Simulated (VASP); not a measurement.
Write the native input for VASP 6.6.1 that does the following.

```
Task                   : single point
Functional             : PBE
Potentials or basis    : VASP PAW PBE potentials, release 64 (Ge_d)
Cutoff                 : 520 eV
k mesh                 : 17 × 17 × 10
Occupations            : fermi-dirac, width 0.05 eV
Spin                   : no spin polarisation
Dipole correction      : no
Further INCAR settings : ALGO = Normal; EDIFF = 1e-07; NBANDS = 21
```

The structure of Ge lies in POSCAR:

```
Ge
1.0
    2.5179465440      0.0000000000      0.0000000000
   -1.2589732720      2.1806056725      0.0000000000
    0.0000000000      0.0000000000      4.1528858193
Ge
2
Direct
    0.3333333333      0.6666666667      0.2500000000
    0.6666666667      0.3333333333      0.7500000000
```

This isn't the form of Ge at room conditions, which is diamond.

The input as run:

INCAR

```
SYSTEM = Ge
  ALGO = Normal
  EDIFF = 1E-7
  ENCUT = 520
  GGA = PE
  ISIF = 2
  ISMEAR = -1
  LASPH = .TRUE.
  LCHARG = .TRUE.
  LELF = .TRUE.
  LREAL = .FALSE.
  LVHAR = .TRUE.
  LWAVE = .FALSE.
  NBANDS = 21
  NELM = 80
  PREC = Accurate
  SIGMA = 0.05
```

KPOINTS

```
k-points
0
G
  17 17 10
  0 0 0
```

Potentials or basis: VASP PAW PBE potentials, release 64 (Ge_d).

Run with:

```bash
$ cat potpaw_PBE.64/Ge_d/POTCAR > POTCAR
$ mpirun -np 1 vasp_std > vasp.out
```

Results of the run:

The pressure is 110.4 GPa and the band gap on the k mesh is zero (bands 14 and 15 overlap by 15.85 eV).

Caveat: the cell stands under pressure.

It took 110 s on 1 thread of Intel Xeon 8259CL, on a shared host, peak memory 0.19 GiB.
